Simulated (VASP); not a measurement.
A run of VASP 6.6.1 is set up as follows.

Contents of INCAR:

```
PREC = Accurate ; ENCUT = 520
EDIFF = 1E-6 ; ISMEAR = -1
SIGMA = 0.08 ; LREAL = F
LASPH = T ; NELM = 60
ALGO = Normal ; ISIF = 2
LWAVE = F ; LCHARG = F
GGA = PE ; NBANDS = 12
```

KPOINTS

```
regular mesh
0
Gamma
  12 12 12
```

The input POSCAR:

```
Tl
1.0
    2.3958017936      0.0000000000      0.0000000000
    0.0000000000      2.3958017936      0.0000000000
    0.0000000000      0.0000000000      2.3958017936
Tl
1
Direct
    0.0000000000      0.0000000000      0.0000000000
```

Potentials or basis: VASP PAW PBE potentials, release 64 (Tl_d).

Launch:

```console
$ cat potpaw_PBE.64/Tl_d/POTCAR > POTCAR
$ mpirun -np 1 vasp_std > vasp.out
```

(1) Estimate the band gap on the k mesh.

(2) Estimate the pressure.

Results:

(1) zero (an odd number of electrons rules out a gap without spin polarisation).

(2) 253.4 GPa.

Caveat: the cell stands under pressure; spin-orbit coupling is left out, which moves the levels of the heavy elements.
